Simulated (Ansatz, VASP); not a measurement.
# NbC: VASP beside Ansatz

INCAR

```
SYSTEM = NbC
PREC = Accurate ; ENCUT = 600
EDIFF = 1E-6 ; ISMEAR = 0
SIGMA = 0.1 ; LREAL = .False.
LASPH = .True. ; NELM = 120
ALGO = Normal ; ISIF = 2
LWAVE = .False. ; LCHARG = .True.
GGA = RP ; LELF = .True.
LVHAR = .True. ; NBANDS = 16
GGA_COMPAT = .False.
```

File KPOINTS:

```
regular mesh
0
Gamma
  4 4 4
  0 0 0
```

File POSCAR:

```
NbC
1.0
    0.0000000000      2.2540454612      2.2540454612
    2.2540454612      0.0000000000      2.2540454612
    2.2540454612      2.2540454612      0.0000000000
Nb C
1 1
Direct
    0.6480000000      0.6230000000      0.5110000000
    1.1480000000      1.1230000000      1.0110000000
```

Input for Ansatz:

```yaml
crystal:
  lattice:
    - [0.0, 2.2540454612, 2.2540454612]
    - [2.2540454612, 0.0, 2.2540454612]
    - [2.2540454612, 2.2540454612, 0.0]
  atoms:
    - { symbol: Nb, position: [0.648, 0.623, 0.511] }
    - { symbol: C, position: [1.148, 1.123, 1.011] }
basis:
  ecutwfc: 420
kpoints:
  mp_grid: { grid: [4, 4, 4] }
hamiltonian:
  xc: rpbe
scf:
  occupations: { method: gaussian, width: 0.1 }
output:
  forces: true
  stress: true
  eigenvalues: true
```

Alike in both runs: task single point; functional RPBE; k mesh 4 × 4 × 4; occupations gaussian, width 0.1 eV; no spin polarisation.

```csv
,VASP,Ansatz
version,VASP 6.6.1,Ansatz 0.2.0
potentials or method,"VASP PAW PBE potentials, release 64 (Nb_sv, C), cutoff 600 eV","scalar-relativistic, plane waves, PAW"
valence electrons in the cell,17,17
```

|  | VASP | Ansatz | Ansatz less VASP |
| --- | --- | --- | --- |
| gap on the k mesh at the Fermi level (eV) | none | none | - |
| pressure (GPa) | 0.0 | 0.7 | +0.66 |

VASP's potentials were made for PBE, not for RPBE. A gap of «none» marks a metal or a gap that the smearing closes.

The k mesh is coarse, so the values compare programs but aren't converged.
